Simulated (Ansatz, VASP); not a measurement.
**One calculation of Ga3AsP2, two programs**

```
P Ga As
1.0
    -1.97394    5.92198    2.79185
     1.97394   -5.92198    2.79185
     1.97394    5.92198   -2.79185
P Ga As
2 3 1
Direct
  0.33289 0.00034 0.33255
  0.66779 0.00034 0.66745
  0.57277 0.74409 0.82868
  0.91541 0.74409 0.17132
  0.26195 0.76195 0.50000
  0.99919 0.99919 0.00000
```

Alike in both runs: task single point; functional PBE; k mesh 6 × 6 × 6; no spin polarisation.

```csv
,VASP,Ansatz
version,VASP 6.6.1,Ansatz 0.2.0
potentials or method,"VASP PAW PBE potentials, release 64 (P, Ga_d, As)","plane waves, PAW"
plane-wave cutoff (eV),520,420
occupations,"gaussian, width 0.01 eV",fixed
valence electrons in the cell,54,64
```

VASP gave:

- gap on the k mesh at the Fermi level (eV): 1.04
- pressure (GPa): 0.1
- rms of the force components (eV/Å): 0.006

Question: Which values does Ansatz return?

Answer: gap on the k mesh at the Fermi level (eV): 1.04; pressure (GPa): 0.0; rms of the force components (eV/Å): 0.000.

VASP's potentials hold 54 valence electrons a cell and Ansatz's 64, so a difference there can come from the potentials and not from the codes.
